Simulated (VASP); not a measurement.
Wanted: the native input for a VASP 6.6.1 run.

- Task: single point
- Functional: PBE
- Potentials or basis: VASP PAW PBE potentials, release 64 (Fe, Si)
- Cutoff: 520 eV
- k mesh: 6 × 6 × 4
- Occupations: gaussian, width 0.1 eV
- Spin: collinear spin, ferromagnetic start
- Starting moments: [4.0, 4.0, 4.0, 4.0, 0.0] μB
- Dipole correction: no
- Further INCAR settings: ALGO = Normal; EDIFF = 1e-06; NBANDS = 30

The structure of Fe4Si lies in POSCAR:

```
Fe4Si
1.0
    3.9199765729      0.0000000000      0.0000000000
   -1.9599882865      3.3947992944      0.0000000000
    0.0000000000      0.0000000000      4.7830236425
Fe Si
4 1
Direct
    0.3333333333      0.6666666667      0.5000000000
    0.6666666667      0.3333333333      0.7554517609
    0.6666666667      0.3333333333      0.2445482391
    0.3333333333      0.6666666667      0.0000000000
    0.0000000000      0.0000000000      0.5000000000
```

The input as run:

INCAR

```
ALGO = Normal
EDIFF = 1E-6
ENCUT = 520
GGA = PE
ISIF = 2
ISMEAR = 0
ISPIN = 2
LASPH = T
LCHARG = F
LMAXMIX = 4
LORBIT = 11
LREAL = F
LWAVE = F
MAGMOM = 4 4 4 4 0
NBANDS = 30
NELM = 150
PREC = Accurate
SIGMA = 0.1
```

KPOINTS

```
k-points
0
Gamma
  6 6 4
```

Potentials or basis: VASP PAW PBE potentials, release 64 (Fe, Si).

The run is started by

```sh
$ cat potpaw_PBE.64/Fe/POTCAR potpaw_PBE.64/Si/POTCAR > POTCAR
$ mpirun -np 1 vasp_std > vasp.out
```

Results of the run:

```yaml
Pressure: 0.0 GPa
Largest_force: 0.023 eV/Å
Net_moment: 8.36 μB per cell
Site_moments: Fe +1.44, +2.17, +2.65; Si -0.07 μB
Valence_electrons_inside_the_program's_atomic_spheres: Fe 7.64, 7.25, 7.06; Si 1.64
```

Run time: 65 s on 1 thread of Intel(R) Xeon(R) 6975P-C (Granite Rapids), with other jobs on the host, peak memory 0.22 GiB.
